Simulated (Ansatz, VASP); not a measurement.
Two plane-wave programs on TiWO5

```
Ti O W
1.0
     6.83520    0.21652   -0.04150
     0.21652    6.59644   -0.07254
    -0.04150   -0.07254    6.43521
Ti O W
3 15 3
Direct
  0.97582 0.51016 0.93828
  0.61599 0.85613 0.13704
  0.32230 0.54162 0.39528
  0.28293 0.67861 0.68059
  0.78817 0.33793 0.81538
  0.34153 0.21931 0.65222
  0.44857 0.78265 0.36442
  0.98741 0.40466 0.40402
  0.13493 0.93181 0.94043
  0.49256 0.98274 0.88426
  0.44084 0.50620 0.92036
  0.67087 0.04706 0.56191
  0.69710 0.55100 0.14621
  0.52081 0.38363 0.48405
  0.19849 0.49748 0.13072
  0.89299 0.73464 0.02059
  0.02536 0.93188 0.57616
  0.59153 0.13160 0.18460
  0.75156 0.25011 0.42592
  0.53989 0.27230 0.86344
  0.23180 0.97193 0.70331
```

Alike in both runs: task single point; functional PBE; k mesh 3 × 3 × 3; occupations fermi-dirac, width 0.3275 eV; no spin polarisation.

```csv
,VASP,Ansatz
version,VASP 6.6.1,Ansatz 0.2.0
potentials or method,"VASP PAW PBE potentials, release 64 (Ti_sv, O, W_sv), cutoff 520 eV","scalar-relativistic, plane waves, PAW"
valence electrons in the cell,168,168
```

```csv
,VASP,Ansatz,Ansatz less VASP
gap on the k mesh at the Fermi level (eV),0.74,0.75,+0.006
least direct gap on the mesh (eV),0.74,0.75,+0.006
rms of the force components (eV/Å),2.076,1.975,-0.1002
```

Atom by atom the forces differ by 0.229 eV/Å (rms over components). With one functional, cell and mesh, what is left measures potentials, basis and numerics.

Neither program's run includes spin-orbit coupling.
